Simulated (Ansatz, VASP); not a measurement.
**One calculation of RbBr, two programs**

INCAR

```
PREC     = Accurate       # precision mode
ENCUT    = 520            # plane-wave cutoff, eV
EDIFF    = 1E-6           # SCF threshold, eV
ISMEAR   = 0              # smearing method
SIGMA    = 0.02           # smearing width, eV
LREAL    = F              # projectors in reciprocal space
LASPH    = T              # aspherical terms in the spheres
NELM     = 60             # most SCF steps
ALGO     = Normal         # electronic algorithm
ISIF     = 2              # what is computed and relaxed
LWAVE    = F              # write WAVECAR
LCHARG   = T              # write CHGCAR
GGA      = PE             # functional
LELF     = T              # ELF
LVHAR    = T            
NBANDS   = 15             # bands
```

KPOINTS

```
regular mesh
0
Gamma
  6 6 6
```

File POSCAR:

```
RbBr
1.0
    0.0000000000      3.6219397799      3.6219397799
    3.6219397799      0.0000000000      3.6219397799
    3.6219397799      3.6219397799      0.0000000000
Rb Br
1 1
Direct
    0.0000000000      0.0000000000      0.0000000000
    0.5000000000      0.5000000000      0.5000000000
```

Input for Ansatz:

```yaml
crystal:
  lattice:
    - [0.0, 3.6219397799, 3.6219397799]
    - [3.6219397799, 0.0, 3.6219397799]
    - [3.6219397799, 3.6219397799, 0.0]
  atoms:
    - { symbol: Rb, position: [0.0, 0.0, 0.0] }
    - { symbol: Br, position: [0.5, 0.5, 0.5] }
basis:
  ecutwfc: 420
kpoints:
  mp_grid: { grid: [6, 6, 6] }
hamiltonian:
  xc: pbe
scf:
  occupations: { method: gaussian, width: 0.02 }
output:
  forces: true
  stress: true
  eigenvalues: true
  write_density: true
  write_potential: true
  elf: true
  volumetric_format: npy
```

Alike in both runs: task single point; functional PBE; k mesh 6 × 6 × 6; occupations gaussian, width 0.02 eV; no spin polarisation.

|  | VASP | Ansatz |
| --- | --- | --- |
| version | VASP 6.6.1 | Ansatz 0.2.0 |
| potentials or method | VASP PAW PBE potentials, release 64 (Rb_sv, Br), cutoff 520 eV | scalar-relativistic, plane waves, PAW |
| valence electrons in the cell | 16 | 16 |

VASP gave:

- gap on the k mesh at the Fermi level (eV): 3.97
- least direct gap on the mesh (eV): 3.97
- pressure (GPa): -0.9

Estimate Ansatz's values.

gap on the k mesh at the Fermi level (eV): 3.98; least direct gap on the mesh (eV): 3.98; pressure (GPa): -0.9.
